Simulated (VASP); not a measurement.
# Sc3BN2 (P6mm) in VASP: notebook

Runs on Sc3BN2. Level: PBE. Tasks: single point, relaxation of cell and atoms.

Program: VASP 6.6.1. These are calculated values, not measurements. Logs are shortened: lines on timing, memory, paths and dates and some standing lists are left out, and cuts for length are marked.

## (1) The cell of the first run

The structure is hexagonal, space group P6mm (No. 183). Conventional cell: a = 4.020 Å, b = 4.020 Å, c = 5.722 Å, α = 90.00°, β = 90.00°, γ = 120.00°. Within 3.2 Å of Sc (site symmetry 3m) lie 6 Sc at 2.32 to 2.43 Å and 2 N at 2.52 to 3.20 Å. Within 2.5 Å of Sc (site symmetry 6mm) lie 1 B at 1.86 Å and 6 Sc at 2.43 Å. B (site symmetry 6mm) has 1 Sc at 1.86 Å and 6 N at 2.41 Å within 2.5 Å. Within 3.2 Å of N (site symmetry 3m) lie 3 N at 2.32 Å and 3 B at 2.41 Å and 2 Sc at 2.52 to 3.20 Å.

The cell was generated, and may not be a known phase.

## (2) Single point, PBE

Contents of INCAR:

```
  PREC = Accurate
  ENCUT = 520
  EDIFF = 1E-6
  ISMEAR = 0
  SIGMA = 0.1
  LREAL = F
  LASPH = T
  NELM = 100
  ALGO = Normal
  ISIF = 2
  LWAVE = F
  LCHARG = T
  GGA = PE
  LELF = T
  LVHAR = T
  NBANDS = 32
```

Contents of KPOINTS:

```
regular mesh
0
Gamma
  6 6 4
```

Contents of POSCAR:

```
Sc3BN2
1.0
    4.0197087000      0.0000000000      0.0000000000
   -2.0098543500      3.4811698500      0.0000000000
    0.0000000000      0.0000000000      5.7217910900
Sc B N
3 1 2
Direct
    0.3333333300      0.6666666700      0.7600486200
    0.6666666700      0.3333333300      0.7600486200
    0.0000000000      0.0000000000      0.8835123600
    0.0000000000      0.0000000000      0.2079282300
    0.3333333300      0.6666666700      0.3188606200
    0.6666666700      0.3333333300      0.3188606200
```

Potentials or basis: VASP PAW PBE potentials, release 64 (Sc_sv, B, N).

Command:

```
cat potpaw_PBE.64/Sc_sv/POTCAR potpaw_PBE.64/B/POTCAR potpaw_PBE.64/N/POTCAR > POTCAR
mpirun -np 1 vasp_std > vasp.out
```

OUTCAR:

```text
PREC = Accurate
   ENCUT = 520
   EDIFF = 1E-6
   ISMEAR = 0
   LREAL = F
   LASPH = T
   NELM = 100
   ISIF = 2
   GGA = PE

 ion  position               nearest neighbor table
   1  0.333  0.667  0.760-   2 2.32   2 2.32   2 2.32   3 2.43   3 2.43   3 2.43   5 2.52
   2  0.667  0.333  0.760-   1 2.32   1 2.32   1 2.32   3 2.43   3 2.43   3 2.43   6 2.52
   3  0.000  0.000  0.884-   4 1.86   2 2.43   1 2.43   1 2.43   2 2.43   2 2.43   1 2.43
   4  0.000  0.000  0.208-   3 1.86
   5  0.333  0.667  0.319-   1 2.52
   6  0.667  0.333  0.319-   2 2.52

  LATTYP: Found a hexagonal cell.
 ALAT       =     4.0197087000
 C/A-ratio  =     1.4234342628

  Lattice vectors:

 A1 = (   4.0197087000,   0.0000000000,   0.0000000000)
 A2 = (  -2.0098543500,   3.4811698500,   0.0000000000)
 A3 = (   0.0000000000,   0.0000000000,   5.7217910900)

Analysis of symmetry for initial positions (statically):
=====================================================================
 Subroutine PRICEL returns:
 Original cell was already a primitive cell.

 Routine SETGRP: Setting up the symmetry group for a
 hexagonal supercell.

 Subroutine GETGRP returns: Found 12 space group operations
 (whereof 12 operations were pure point group operations)
 out of a pool of 24 trial point group operations.

The static configuration has the point symmetry C_6v.

Analysis of symmetry for dynamics (positions and initial velocities):
=====================================================================
 Subroutine PRICEL returns:
 Original cell was already a primitive cell.

 Routine SETGRP: Setting up the symmetry group for a
 hexagonal supercell.

 Subroutine GETGRP returns: Found 12 space group operations
 (whereof 12 operations were pure point group operations)
 out of a pool of 24 trial point group operations.

The dynamic configuration has the point symmetry C_6v.

 Subroutine INISYM returns: Found 12 space group operations
 (whereof 12 operations are pure point group operations),
 and found     1 'primitive' translations

----------------------------------------------------------------------------------------

                                     Primitive cell

  volume of cell :      80.0667

  direct lattice vectors                    reciprocal lattice vectors
     4.019708700  0.000000000  0.000000000     0.248774246  0.143629878  0.000000000
    -2.009854350  3.481169850  0.000000000     0.000000000  0.287259756  0.000000000
     0.000000000  0.000000000  5.721791090     0.000000000  0.000000000  0.174770449

  length of vectors
     4.019708700  4.019708700  5.721791090     0.287259756  0.287259756  0.174770449

  position of ions in fractional coordinates (direct lattice)
     0.333333330  0.666666670  0.760048620
     0.666666670  0.333333330  0.760048620
     0.000000000  0.000000000  0.883512360
     0.000000000  0.000000000  0.207928230
     0.333333330  0.666666670  0.318860620
     0.666666670  0.333333330  0.318860620

  ion indices of the primitive-cell ions
   primitive index   ion index
                 1           1
                 2           2
                 3           3
                 4           4
                 5           5
                 6           6

----------------------------------------------------------------------------------------

 KPOINTS: regular mesh

Automatic generation of k-mesh.
 Grid dimensions read from file:
 generate k-points for:    6    6    4

 Generating k-lattice:

  Cartesian coordinates                     Fractional coordinates (reciprocal lattice)
     0.041462374  0.023938313  0.000000000     0.166666667 -0.000000000  0.000000000
     0.000000000  0.047876626  0.000000000     0.000000000  0.166666667  0.000000000
     0.000000000  0.000000000  0.043692612     0.000000000  0.000000000  0.250000000

  Length of vectors
     0.047876626  0.047876626  0.043692612

  Shift w.r.t. Gamma in fractional coordinates (k-lattice)
     0.000000000  0.000000000  0.000000000

 Subroutine IBZKPT returns following result:
 ===========================================

 Found     21 irreducible k-points:

 Following reciprocal coordinates:
            Coordinates               Weight
  0.000000  0.000000  0.000000      1.000000
  0.166667  0.000000  0.000000      6.000000
  0.333333  0.000000  0.000000      6.000000
  0.500000  0.000000  0.000000      3.000000
  0.166667  0.166667  0.000000      6.000000
  0.333333  0.166667  0.000000     12.000000
[... 13 lines left out ...]
  0.333333  0.166667  0.500000     12.000000
  0.333333  0.333333  0.500000      2.000000
   k-points           NKPTS =     21   k-points in BZ     NKDIM =     21   number of bands    NBANDS=     32
   number of dos      NEDOS =    301   number of ions     NIONS =      6
   total plane-waves  NPLWV =  43200
   dimension x,y,z NGX =    30 NGY =   30 NGZ =   48
   dimension x,y,z NGXF=    60 NGYF=   60 NGZF=   96
   ions per type =               3   1   2
   NGX,Y,Z   is equivalent  to a cutoff of  12.41, 12.41, 13.95 a.u.
   NGXF,Y,Z  is equivalent  to a cutoff of  24.81, 24.81, 27.89 a.u.
 SYSTEM =  unknown system
   PREC   = accura    normal or accurate (medium, high low for compatibility)
   ISTART =      0    job   : 0-new  1-cont  2-samecut
   ICHARG =      2    charge: 1-file 2-atom 10-const
   ISPIN  =      1    spin polarized calculation?
   LNONCOLLINEAR =      F non collinear calculations
   LSORBIT =      F    spin-orbit coupling
   LASPH  =      T    aspherical Exc in radial PAW
   ENCUT  =  520.0 eV  38.22 Ry    6.18 a.u.   7.47  7.47 10.64*2*pi/ulx,y,z
   NELM   =    100;   NELMIN=  2; NELMDL= -5     # of ELM steps
   EDIFF  = 0.1E-05   stopping-criterion for ELM
   LREAL  =      F    real-space projection
   EDIFFG = 0.1E-04   stopping-criterion for IOM
   NSW    =      0    number of steps for IOM
   IBRION =     -1    ionic relax: 0-MD 1-quasi-New 2-CG
   NFREE  =      0    steps in history (QN), initial steepest desc. (CG)
   ISIF   =      2    stress and relaxation
   ISYM   =      2    0-nonsym 1-usesym 2-fastsym
   POTIM  = 0.5000    time-step for ionic-motion
   TEBEG  =    0.0;   TEEND  =   0.0 temperature during run
   PSTRESS=    0.0 pullay stress
   NELECT =      46.0000    total number of electrons
   NUPDOWN=      -1.0000    fix difference up-down
   EMIN   =  10.00;   EMAX   =-10.00  energy-range for DOS
   EFERMI =   0.00;   METHOD = LEGACY
   ISMEAR =     0;   SIGMA  =   0.10  broadening in eV -4-tet -1-fermi 0-gaus
   EFERMI_NEDOS =   21; number of points for ismear=-14 and -15
   IALGO  =     38    algorithm
   IMIX   =      4    mixing-type and parameters
     AMIX     =   0.40;   BMIX     =  1.00
     AMIX_MAG =   1.60;   BMIX_MAG =  1.00
  volume/ion in A,a.u.               =      13.34        90.05
  Fermi-wavevector in a.u.,A,eV,Ry     =   1.360954  2.571831 25.200661  1.852196
  Thomas-Fermi vector in A             =   2.487572
   LORBIT       =      0    0 simple, 1 ext, 2 COOP (PROOUT), +10 PAW based schemes
   GGA     = PE    functional components
   LHFCALC =     F    Hartree Fock is set to
   AEXX    =    0.0000 exact exchange contribution
   IVDW    =     0    specifies the selected vdW correction
   LEPSILON=     F    determine dielectric tensor
   LRPA    =     F    only Hartree local field effects (RPA)
 non-spin polarized calculation
 Gauss-broadening in eV      SIGMA  =   0.10
  energy-cutoff  :      520.00
  volume of cell :       80.07
 maximum number of plane-waves:      2182
 NGX is ok and might be reduce to    30
   NGX = 15   NGY = 15   NGZ = 21

 number of electron      45.9999996 magnetization

 Free energy of the ion-electron system (eV)
  ---------------------------------------------------
  ext. energy  EPLUGINS =         0.00000000
  ---------------------------------------------------
  free energy    TOTEN  =       -22.86733832 eV

  energy without entropy =      -22.84330374  energy(sigma->0) =      -22.85532103

 E-fermi :   4.4961     XC(G=0): -11.0420

 val. band max:        4.4829858454   @ k =   0.3333   0.0000   0.2500
 cond. band min:       4.5540466053   @ k =   0.1667   0.1667   0.0000
 fundamental gap:      0.0710607599
 Fermi energy:         4.4960564602

 k-point     1 :       0.0000    0.0000    0.0000
  band No.  band energies     occupation
      1     -44.4274      2.00000
      2     -43.0942      2.00000
      3     -42.9302      2.00000
      4     -23.7978      2.00000
      5     -23.7978      2.00000
      6     -23.0664      2.00000
[... 24 lines left out ...]
     31       7.8854      0.00000
     32       7.8854      0.00000

 k-point     2 :       0.1667    0.0000    0.0000
  band No.  band energies     occupation
      1     -44.3357      2.00000
      2     -43.1659      2.00000
      3     -42.9679      2.00000
      4     -24.1120      2.00000
      5     -23.9519      2.00000
      6     -22.8275      2.00000
[... 24 lines left out ...]
     31       7.6445      0.00000
     32       7.9294      0.00000

 k-point     3 :       0.3333    0.0000    0.0000
  band No.  band energies     occupation
      1     -44.0919      2.00000
      2     -43.3679      2.00000
      3     -43.0459      2.00000
      4     -24.4585      2.00000
      5     -23.8414      2.00000
      6     -22.7270      2.00000
[... 24 lines left out ...]
     31       7.4421      0.00000
     32       8.0377      0.00000

 k-point     4 :       0.5000    0.0000    0.0000
  band No.  band energies     occupation
      1     -43.8630      2.00000
      2     -43.5774      2.00000
      3     -43.0835      2.00000
      4     -24.5856      2.00000
      5     -23.4878      2.00000
      6     -23.0552      2.00000
[... 24 lines left out ...]
     31       7.3388      0.00000
     32       8.3661      0.00000

 k-point     5 :       0.1667    0.1667    0.0000
  band No.  band energies     occupation
      1     -44.1672      2.00000
      2     -43.2931      2.00000
      3     -43.0363      2.00000
      4     -24.2834      2.00000
      5     -24.0213      2.00000
      6     -22.7418      2.00000
[... 479 lines left out ...]
     31       7.5607      0.00000
     32       8.5115      0.00000

 k-point    19 :       0.1667    0.1667    0.5000
  band No.  band energies     occupation
      1     -44.1672      2.00000
      2     -43.2931      2.00000
      3     -43.0363      2.00000
      4     -24.2834      2.00000
      5     -24.0212      2.00000
      6     -22.7438      2.00000
[... 24 lines left out ...]
     31       7.9371      0.00000
     32       8.2706      0.00000

 k-point    20 :       0.3333    0.1667    0.5000
  band No.  band energies     occupation
      1     -43.8978      2.00000
      2     -43.5099      2.00000
      3     -43.1168      2.00000
      4     -24.4062      2.00000
      5     -23.7374      2.00000
      6     -22.9738      2.00000
[... 24 lines left out ...]
     31       8.1625      0.00000
     32       8.4018      0.00000

 k-point    21 :       0.3333    0.3333    0.5000
  band No.  band energies     occupation
      1     -43.6774      2.00000
      2     -43.6774      2.00000
      3     -43.1797      2.00000
      4     -24.2287      2.00000
      5     -23.5003      2.00000
      6     -23.5003      2.00000
[... 24 lines left out ...]
     31       8.7424      0.00000
     32       8.7427      0.00000

------------------------ aborting loop because EDIFF is reached ----------------------------------------

  FORCE on cell =-STRESS in cart. coord.  units (eV):
  Direction    XX          YY          ZZ          XY          YZ          ZX
  --------------------------------------------------------------------------------------
  -------------------------------------------------------------------------------------
  Total       15.8823501     15.8823501      1.2413395      0.0000000     -0.0000000      0.0000000
  in kB      317.8143877    317.8143877     24.8398721      0.0000000     -0.0000000      0.0000000
  external PRESSURE =     220.1562158 kB  Pullay stress =       0.0000000 kB

 VOLUME and BASIS-vectors are now :
 -----------------------------------------------------------------------------
  energy-cutoff  :      520.00
  volume of cell :       80.07
      direct lattice vectors                 reciprocal lattice vectors
     4.019708700  0.000000000  0.000000000     0.248774246  0.143629878  0.000000000
    -2.009854350  3.481169850  0.000000000     0.000000000  0.287259756  0.000000000
     0.000000000  0.000000000  5.721791090     0.000000000  0.000000000  0.174770449

 POSITION                                       TOTAL-FORCE (eV/Angst)
 -----------------------------------------------------------------------------------
     -0.00000      2.32078      4.34884        -0.000000     -0.000000     -2.161221
      2.00985      1.16039      4.34884        -0.000000     -0.000000     -2.161221
      0.00000      0.00000      5.05527        -0.000000      0.000000     -3.315039
      0.00000      0.00000      1.18972        -0.000000      0.000000      8.152324
     -0.00000      2.32078      1.82445        -0.000000     -0.000000     -0.257421
      2.00985      1.16039      1.82445         0.000000     -0.000000     -0.257421
 -----------------------------------------------------------------------------------
    total drift:                                0.000000      0.000000     -0.000994

  FREE ENERGIE OF THE ION-ELECTRON SYSTEM (eV)
  ---------------------------------------------------
  free  energy   TOTEN  =       -22.8673383158 eV

  energy  without entropy=      -22.8433037424  energy(sigma->0) =      -22.85532103
```

It took 55 s on 1 thread of Intel Xeon 6975P-C (Granite Rapids), shared host; peak memory 0.21 GiB.

Results:

| Quantity | Value |
| --- | --- |
| Free energy | -22.8673 eV |
| Pressure | 22.0 GPa |
| Largest force | 8.152 eV/Å |
| Band gap on the k mesh | zero (bands 23 and 24 overlap by 1.11 eV) |

Forces on the atoms (eV/Å):
```
Sc   0.000  0.000 -2.161
Sc   0.000  0.000 -2.161
Sc   0.000  0.000 -3.315
B    0.000  0.000  8.152
N    0.000  0.000 -0.257
N    0.000  0.000 -0.257
```

Stress tensor (GPa, compression positive):
```
31.78  0.00  0.00
 0.00 31.78  0.00
 0.00  0.00  2.48
```

Caveat: the stress differs along the axes, from 2 to 32 GPa; forces of over 1 eV/Å act on the atoms, so gaps and moduli don't describe the material at rest.

## (3) Relaxation of cell and atoms, PBE

Contents of INCAR:

```
PREC     = Accurate       # precision mode
ENCUT    = 600            # plane-wave cutoff, eV
EDIFF    = 1E-6           # SCF threshold, eV
ISMEAR   = 0              # smearing method
SIGMA    = 0.1            # smearing width, eV
LREAL    = False          # projectors in reciprocal space
LASPH    = True           # aspherical terms in the spheres
NELM     = 100            # most SCF steps
ALGO     = Normal         # electronic algorithm
ISIF     = 3              # what is computed and relaxed
LWAVE    = False          # write WAVECAR
LCHARG   = False          # write CHGCAR
GGA      = PE             # functional
IBRION   = 2              # ionic algorithm
NSW      = 90             # ionic steps
EDIFFG   = -0.04          # ionic threshold
```

Contents of KPOINTS:

```
Automatic mesh
0
Gamma
  6 6 4
```

POSCAR is that of step 2.

Potentials or basis: VASP PAW PBE potentials, release 64 (Sc_sv, B, N).

Command:

```
cat potpaw_PBE.64/Sc_sv/POTCAR potpaw_PBE.64/B/POTCAR potpaw_PBE.64/N/POTCAR > POTCAR
mpirun -np 1 vasp_std > vasp.out
```

Wall time 15 min (1 thread of Intel Xeon 6975P-C (Granite Rapids), shared host); peak memory 0.24 GiB.

It converged, with:

```yaml
Free_energy: -42.1636 eV
Relaxed_volume: 13.03 Å³/atom
Relaxed_cell: a = 4.545 Å, b = 4.545 Å, c = 4.371 Å, α = 90.00°, β = 90.00°, γ = 120.00°
Space_group_after_relaxing_to_0.1_Å: P6/mmm (No. 191)
Energy_gained_by_relaxing: 3215.4 meV/atom
Ionic_steps: 41
Pressure_after_relaxing: 0.1 GPa
Largest_force_after_relaxing: 0.022 eV/Å
Band_gap_on_the_k_mesh: zero (bands 23 and 24 overlap by 1.25 eV)
```

Forces on the atoms (eV/Å):
```
Sc   0.000  0.000 -0.006
Sc   0.000  0.000 -0.006
Sc   0.000  0.000 -0.022
B    0.000  0.000  0.007
N    0.000  0.000  0.013
N    0.000  0.000  0.013
```

Stress tensor (GPa, compression positive):
```
0.14 0.00 0.00
0.00 0.14 0.00
0.00 0.00 0.00
```

Step by step:
| step | energy change (eV) | largest force (eV/Å) | pressure (GPa) | volume (Å³) |
| --- | --- | --- | --- | --- |
| 1 | 0.0000 | 8.1512 | 21.98 | 80.07 |
| 3 | -5.6173 | 2.0184 | -4.86 | 114.33 |
| 5 | -5.2863 | 12.1540 | 12.26 | 125.97 |
| 7 | -8.3878 | 3.2922 | -5.26 | 132.85 |
| 9 | -9.9449 | 5.9595 | 9.54 | 104.01 |
| 11 | -10.7512 | 3.8671 | 2.35 | 107.62 |
| 13 | -10.9883 | 5.8266 | 3.19 | 104.59 |
| 15 | -12.5812 | 2.8221 | -0.66 | 103.29 |
| 17 | -12.8949 | 2.2858 | -0.22 | 103.00 |
| 19 | -15.0202 | 9.1313 | -0.39 | 101.16 |
| 21 | -15.0552 | 10.0314 | 0.21 | 100.95 |
| 23 | -15.4353 | 9.8152 | -0.30 | 100.73 |
| 25 | -16.4228 | 8.9366 | -1.20 | 99.78 |
| 27 | -17.9500 | 1.9720 | -6.86 | 99.10 |
| 29 | -18.1324 | 1.8702 | -8.62 | 98.62 |
| 31 | -18.2832 | 1.4679 | -8.01 | 96.94 |
| 33 | -19.1659 | 0.9514 | -0.62 | 81.86 |
| 35 | -19.2119 | 0.9761 | 1.49 | 79.43 |
| 37 | -19.2831 | 0.2569 | 0.58 | 78.23 |
| 39 | -19.2884 | 0.1908 | -0.12 | 78.39 |
| 41 | -19.2922 | 0.0224 | 0.09 | 78.18 |

Final structure:
```
CELL_PARAMETERS angstrom
4.54466 0.00000 0.00000
-2.27233 3.93579 0.00000
0.00000 0.00000 4.37085
ATOMIC_POSITIONS crystal
Sc 0.33333 0.66667 0.62498
Sc 0.66667 0.33333 0.62498
Sc 0.00000 0.00000 0.12518
B 0.00000 0.00000 0.62499
N 0.33333 0.66667 0.12457
N 0.66667 0.33333 0.12457
```

Levels at points of the mesh, in eV from the Fermi level:
```tsv
k point	band 21	band 22	band 23	band 24	band 25	band 26
(0.00, 0.00, 0.00)	-0.06	0.76	0.76	1.41	1.41	1.84
(0.50, 0.00, 0.00)	-0.66	0.03	0.19	0.35	0.36	0.59
(0.00, 0.00, 0.50)	-2.09	-1.32	-0.49	-0.49	1.94	1.94
(0.50, 0.00, 0.50)	-1.54	-0.85	-0.59	-0.27	0.50	1.47
```

Caveat: a cell axis changed by over 15 % at a fixed basis, so the end point is rough.

The gap in the log of VASP goes by the Fermi energy; the results here count the filled bands.